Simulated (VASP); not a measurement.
# Re (Fd-3m) in VASP: relaxation of cell and atoms with PBE

Aim: the relaxation of cell and atoms of Re with PBE.

All numbers are computed with VASP 6.6.1; they aren't measurements. Logs are shortened: lines on timing, memory, paths and dates and some standing lists are left out, and cuts for length are marked.

## (1) The cell of the first run

Symmetry: Fd-3m, No. 227, cubic system. Conventional cell: a = 4.273 Å, b = 4.273 Å, c = 4.273 Å, α = 90.00°, β = 90.00°, γ = 90.00°. Within 2.5 Å of Re (site symmetry -43m) lie 4 Re at 1.85 Å.

This isn't the form of Re at room conditions, which is hcp.

## (2) Relaxation of cell and atoms, PBE, target pressure 540 GPa, at which the enthalpy is minimised

Contents of INCAR:

```
SYSTEM = Re
PREC = Accurate ; ENCUT = 560
EDIFF = 1E-7 ; ISMEAR = -1
SIGMA = 0.08 ; LREAL = .FALSE.
LASPH = .TRUE. ; NELM = 120
ALGO = Normal ; ISIF = 3
LWAVE = .FALSE. ; LCHARG = .FALSE.
GGA = PE ; IBRION = 2
NSW = 60 ; EDIFFG = -0.005
PSTRESS = 5400.0 ; GGA_COMPAT = .FALSE.
NELMIN = 4
```

Contents of KPOINTS:

```
Automatic mesh
0
G
  15 15 15
  0 0 0
```

Contents of POSCAR:

```
Re
1.0
    0.0000000000      2.1367176507      2.1367176507
    2.1367176507      0.0000000000      2.1367176507
    2.1367176507      2.1367176507      0.0000000000
Re
2
Direct
   -0.1250000000     -0.1250000000     -0.1250000000
    0.1250000000      0.1250000000      0.1250000000
```

Potentials or basis: VASP PAW PBE potentials, release 64 (Re_sv_GW).

On the command line:

```bash
$ cat potpaw_PBE.64/Re_sv_GW/POTCAR > POTCAR
$ mpirun -np 1 vasp_std > vasp.out
```

OUTCAR:

```text
SYSTEM = Re
   PREC = Accurate
   ENCUT = 560
   EDIFF = 1E-7
   ISMEAR = -1
   LREAL = .FALSE.
   LASPH = .TRUE.
   NELM = 120
   ISIF = 3
   GGA = PE
   IBRION = 2
   NSW = 60
   EDIFFG = -0.005
   PSTRESS = 5400.0
   NELMIN = 4

 ion  position               nearest neighbor table
   1  0.875  0.875  0.875-   2 1.85   2 1.85   2 1.85   2 1.85
   2  0.125  0.125  0.125-   1 1.85   1 1.85   1 1.85   1 1.85

  LATTYP: Found a face centered cubic cell.
 ALAT       =     4.2734353014

  Lattice vectors:

 A1 = (   0.0000000000,   2.1367176507,   2.1367176507)
 A2 = (   2.1367176507,   0.0000000000,   2.1367176507)
 A3 = (   2.1367176507,   2.1367176507,   0.0000000000)

Analysis of symmetry for initial positions (statically):
=====================================================================
 Subroutine PRICEL returns:
 Original cell was already a primitive cell.

 Routine SETGRP: Setting up the symmetry group for a
 face centered cubic supercell.

 Subroutine GETGRP returns: Found 48 space group operations
 (whereof 12 operations were pure point group operations)
 out of a pool of 48 trial point group operations.

The static configuration has the point symmetry D_3d.
 The point group associated with its full space group is O_h .

Analysis of symmetry for dynamics (positions and initial velocities):
=====================================================================
 Subroutine PRICEL returns:
 Original cell was already a primitive cell.

 Routine SETGRP: Setting up the symmetry group for a
 face centered cubic supercell.

 Subroutine GETGRP returns: Found 48 space group operations
 (whereof 12 operations were pure point group operations)
 out of a pool of 48 trial point group operations.

The dynamic configuration has the point symmetry D_3d.
 The point group associated with its full space group is O_h .

 Subroutine INISYM returns: Found 48 space group operations
 (whereof 12 operations are pure point group operations),
 and found     1 'primitive' translations

----------------------------------------------------------------------------------------

                                     Primitive cell

  volume of cell :      19.5106

  direct lattice vectors                    reciprocal lattice vectors
     0.000000000  2.136717651  2.136717651    -0.234003777  0.234003777  0.234003777
     2.136717651  0.000000000  2.136717651     0.234003777 -0.234003777  0.234003777
     2.136717651  2.136717651  0.000000000     0.234003777  0.234003777 -0.234003777

  length of vectors
     3.021775081  3.021775081  3.021775081     0.405306430  0.405306430  0.405306430

  position of ions in fractional coordinates (direct lattice)
     0.875000000  0.875000000  0.875000000
     0.125000000  0.125000000  0.125000000

  ion indices of the primitive-cell ions
   primitive index   ion index
                 1           1
                 2           2

----------------------------------------------------------------------------------------

 KPOINTS: Automatic mesh

Automatic generation of k-mesh.
 Grid dimensions read from file:
 generate k-points for:   15   15   15

 Generating k-lattice:

  Cartesian coordinates                     Fractional coordinates (reciprocal lattice)
    -0.015600252  0.015600252  0.015600252     0.066666667  0.000000000  0.000000000
     0.015600252 -0.015600252  0.015600252     0.000000000  0.066666667  0.000000000
     0.015600252  0.015600252 -0.015600252     0.000000000  0.000000000  0.066666667

  Length of vectors
     0.027020429  0.027020429  0.027020429

  Shift w.r.t. Gamma in fractional coordinates (k-lattice)
     0.000000000  0.000000000  0.000000000

 Subroutine IBZKPT returns following result:
 ===========================================

 Found    120 irreducible k-points:

 Following reciprocal coordinates:
            Coordinates               Weight
  0.000000  0.000000  0.000000      1.000000
  0.066667  0.000000  0.000000      8.000000
  0.133333  0.000000  0.000000      8.000000
  0.200000  0.000000  0.000000      8.000000
  0.266667  0.000000  0.000000      8.000000
  0.333333  0.000000  0.000000      8.000000
[... 16 lines left out ...]
  0.133333  0.133333  0.000000      6.000000
  0.200000  0.133333  0.000000     24.000000
 [... further k-points ...]
   k-points           NKPTS =    120   k-points in BZ     NKDIM =    120   number of bands    NBANDS=     19
   number of dos      NEDOS =    301   number of ions     NIONS =      2
   total plane-waves  NPLWV =  13824
   dimension x,y,z NGX =    24 NGY =   24 NGZ =   24
   dimension x,y,z NGXF=    48 NGYF=   48 NGZF=   48
   ions per type =               2
   NGX,Y,Z   is equivalent  to a cutoff of  13.20, 13.20, 13.20 a.u.
   NGXF,Y,Z  is equivalent  to a cutoff of  26.41, 26.41, 26.41 a.u.
 SYSTEM =  Re
   PREC   = accura    normal or accurate (medium, high low for compatibility)
   ISTART =      0    job   : 0-new  1-cont  2-samecut
   ICHARG =      2    charge: 1-file 2-atom 10-const
   ISPIN  =      1    spin polarized calculation?
   LNONCOLLINEAR =      F non collinear calculations
   LSORBIT =      F    spin-orbit coupling
   LASPH  =      T    aspherical Exc in radial PAW
   ENCUT  =  560.0 eV  41.16 Ry    6.42 a.u.   5.83  5.83  5.83*2*pi/ulx,y,z
   NELM   =    120;   NELMIN=  4; NELMDL= -5     # of ELM steps
   EDIFF  = 0.1E-06   stopping-criterion for ELM
   LREAL  =      F    real-space projection
   EDIFFG = -.5E-02   stopping-criterion for IOM
   NSW    =     60    number of steps for IOM
   IBRION =      2    ionic relax: 0-MD 1-quasi-New 2-CG
   NFREE  =      1    steps in history (QN), initial steepest desc. (CG)
   ISIF   =      3    stress and relaxation
   ISYM   =      2    0-nonsym 1-usesym 2-fastsym
   POTIM  = 0.5000    time-step for ionic-motion
   TEBEG  =    0.0;   TEEND  =   0.0 temperature during run
   PSTRESS= 5400.0 pullay stress
   NELECT =      30.0000    total number of electrons
   NUPDOWN=      -1.0000    fix difference up-down
   EMIN   =  10.00;   EMAX   =-10.00  energy-range for DOS
   EFERMI =   0.00;   METHOD = LEGACY
   ISMEAR =    -1;   SIGMA  =   0.08  broadening in eV -4-tet -1-fermi 0-gaus
   EFERMI_NEDOS =   21; number of points for ismear=-14 and -15
   IALGO  =     38    algorithm
   IMIX   =      4    mixing-type and parameters
     AMIX     =   0.40;   BMIX     =  1.00
     AMIX_MAG =   1.60;   BMIX_MAG =  1.00
  volume/ion in A,a.u.               =       9.76        65.83
  Fermi-wavevector in a.u.,A,eV,Ry     =   1.889549  3.570729 48.578169  3.570395
  Thomas-Fermi vector in A             =   2.931116
   LORBIT       =      0    0 simple, 1 ext, 2 COOP (PROOUT), +10 PAW based schemes
   GGA     = PE    functional components
   LHFCALC =     F    Hartree Fock is set to
   AEXX    =    0.0000 exact exchange contribution
   IVDW    =     0    specifies the selected vdW correction
   LEPSILON=     F    determine dielectric tensor
   LRPA    =     F    only Hartree local field effects (RPA)
 conjugate gradient relaxation of ions
 non-spin polarized calculation
  energy-cutoff  :      560.00
  volume of cell :       19.51
 maximum number of plane-waves:       600
   NGX = 11   NGY = 11   NGZ = 11

--------------------------------------- Ionic step        1  -------------------------------------------

 number of electron      29.9999998 magnetization

 Free energy of the ion-electron system (eV)
  ---------------------------------------------------
  ext. energy  EPLUGINS =         0.00000000
  ---------------------------------------------------
  free energy    TOTEN  =         8.18257905 eV

  energy without entropy =        8.21076408  energy(sigma->0) =        8.19667156

------------------------ aborting loop because EDIFF is reached ----------------------------------------

  FORCE on cell =-STRESS in cart. coord.  units (eV):
  Direction    XX          YY          ZZ          XY          YZ          ZX
  --------------------------------------------------------------------------------------
  -------------------------------------------------------------------------------------
  Total      104.3899760    104.3899760    104.3899760     -0.0000000     -0.0000000     -0.0000000
  in kB     8572.3120453   8572.3120453   8572.3120453     -0.0000000     -0.0000000     -0.0000000
  external PRESSURE =    3172.3120453 kB  Pullay stress =    5400.0000000 kB
[... 23 lines left out ...]
  enthalpy is  TOTEN    =        73.9414860210 eV   P V=       65.7589069703

--------------------------------------- Ionic step        2  -------------------------------------------

 number of electron      30.0000078 magnetization

 E-fermi :  -0.9546     XC(G=0):  -6.2565

 val. band max:       -0.9561168245   @ k =  -0.3333   0.1333   0.0000
 cond. band min:      -0.9539554223   @ k =  -0.4667   0.3333   0.0667
 fundamental gap:      0.0021614022
 Fermi energy:        -0.9545799687

 k-point     1 :       0.0000    0.0000    0.0000
  band No.  band energies     occupation
      1     -85.8930      2.00000
      2     -84.8989      2.00000
      3     -40.9803      2.00000
      4     -40.9803      2.00000
      5     -40.9803      2.00000
      6     -38.9623      2.00000
[... 11 lines left out ...]
     18      -0.2981      0.00055
     19      -0.2981      0.00055
[... 489 lines left out ...]
      3     -41.2678      2.00000
      4     -40.9436      2.00000
      5     -40.8984      2.00000
      6     -40.4802      2.00000
[... 11 lines left out ...]
     18      -0.4479      0.00354
     19      -0.4403      0.00323

 [... further k-points ...]

------------------------ aborting loop because EDIFF is reached ----------------------------------------

  FORCE on cell =-STRESS in cart. coord.  units (eV):
  Direction    XX          YY          ZZ          XY          YZ          ZX
  --------------------------------------------------------------------------------------
  -------------------------------------------------------------------------------------
  Total     -360.8592471   -360.8592471   -360.8592471     -0.0000000      0.0000000      0.0000000
  in kB    -4110.2525465  -4110.2525465  -4110.2525465     -0.0000000      0.0000000      0.0000000
  external PRESSURE =   -9510.2525465 kB  Pullay stress =    5400.0000000 kB
[... 175 lines left out ...]
  enthalpy is  TOTEN    =        71.4090757354 eV   P V=       75.1453792476

--------------------------------------- Ionic step        7  -------------------------------------------

 number of electron      29.9999996 magnetization

 Free energy of the ion-electron system (eV)
  ---------------------------------------------------
  ext. energy  EPLUGINS =         0.00000000
  ---------------------------------------------------
  free energy    TOTEN  =        -3.83872935 eV

  energy without entropy =       -3.80880353  energy(sigma->0) =       -3.82376644

 E-fermi :  19.0152     XC(G=0): -15.4240

 val. band max:       19.0119507706   @ k =  -0.4000   0.3333   0.0667
 cond. band min:      19.0313841078   @ k =  -0.2000   0.2000   0.0667
 fundamental gap:      0.0194333372
 Fermi energy:        19.0152479127

 k-point     1 :       0.0000    0.0000    0.0000
  band No.  band energies     occupation
      1     -63.5136      2.00000
      2     -59.9244      2.00000
      3     -26.9282      2.00000
      4     -26.9282      2.00000
      5     -26.9282      2.00000
      6     -22.1384      2.00000
[... 11 lines left out ...]
     18      27.9541      0.00000
     19      27.9541      0.00000
[... 489 lines left out ...]
      3     -27.3161      2.00000
      4     -27.3127      2.00000
      5     -26.5700      2.00000
      6     -22.4204      2.00000
[... 11 lines left out ...]
     18      25.6642      0.00000
     19      28.5802      0.00000

 [... further k-points ...]

------------------------ aborting loop because EDIFF is reached ----------------------------------------

  FORCE on cell =-STRESS in cart. coord.  units (eV):
  Direction    XX          YY          ZZ          XY          YZ          ZX
  --------------------------------------------------------------------------------------
  -------------------------------------------------------------------------------------
  Total       75.2485558     75.2485558     75.2485558     -0.0000000     -0.0000000      0.0000000
  in kB     5400.0713848   5400.0713848   5400.0713848     -0.0000000     -0.0000000      0.0000000
  external PRESSURE =       0.0713848 kB  Pullay stress =    5400.0000000 kB
[... 17 lines left out ...]
  FREE ENERGIE OF THE ION-ELECTRON SYSTEM (eV)
  ---------------------------------------------------
  free  energy   TOTEN  =        -3.8387293545 eV

  energy  without entropy=       -3.8088035287  energy(sigma->0) =       -3.82376644

  enthalpy is  TOTEN    =        71.4088316953 eV   P V=       75.2475610498

 reached required accuracy - stopping structural energy minimisation
```

Run time: 7.3 min. Hardware: 1 thread of Intel Xeon Platinum 8375C at 2.90GHz (Ice Lake), shared host; peak memory 0.19 GiB.

Results:

```yaml
Free_energy: -3.8387 eV
Relaxed_volume: 11.16 Å³/atom
Relaxed_cell: a = 3.161 Å, b = 3.161 Å, c = 3.161 Å, α = 60.00°, β = 60.00°, γ = 60.00°
Space_group_after_relaxing_to_0.1_Å: Fd-3m (No. 227)
Energy_change_on_relaxing_the_run_minimises_the_enthalpy: -6010.7 meV/atom
Ionic_steps: 7
Pressure_after_relaxing: 540.0 GPa
Band_gap_on_the_k_mesh: zero (bands 15 and 16 overlap by 2.17 eV)
```

The path:
| step | energy change (eV) | largest force (eV/Å) | pressure (GPa) | volume (Å³) |
| --- | --- | --- | --- | --- |
| 1 | 0.0000 | 0.0000 | 857.23 | 19.51 |
| 2 | 111.2867 | 0.0000 | -411.03 | 140.66 |
| 3 | -10.9766 | 0.0000 | 566.57 | 22.02 |
| 4 | -11.8333 | 0.0000 | 544.78 | 22.27 |
| 5 | -12.0285 | 0.0000 | 539.82 | 22.33 |
| 6 | -11.9189 | 0.0000 | 542.61 | 22.30 |
| 7 | -12.0213 | 0.0000 | 540.01 | 22.33 |

Final structure:
```
Re
1.0
     0.00000    2.23491    2.23491
     2.23491    0.00000    2.23491
     2.23491    2.23491    0.00000
Re
2
Direct
  0.87500 0.87500 0.87500
  0.12500 0.12500 0.12500
```

Caveat: the cell is relaxed towards a set pressure, so the run minimises the enthalpy, not the energy; atoms lie so close that the PAW spheres overlap strongly, which falsifies energies and pressures; spin-orbit coupling is left out, which moves the levels of the heavy elements.
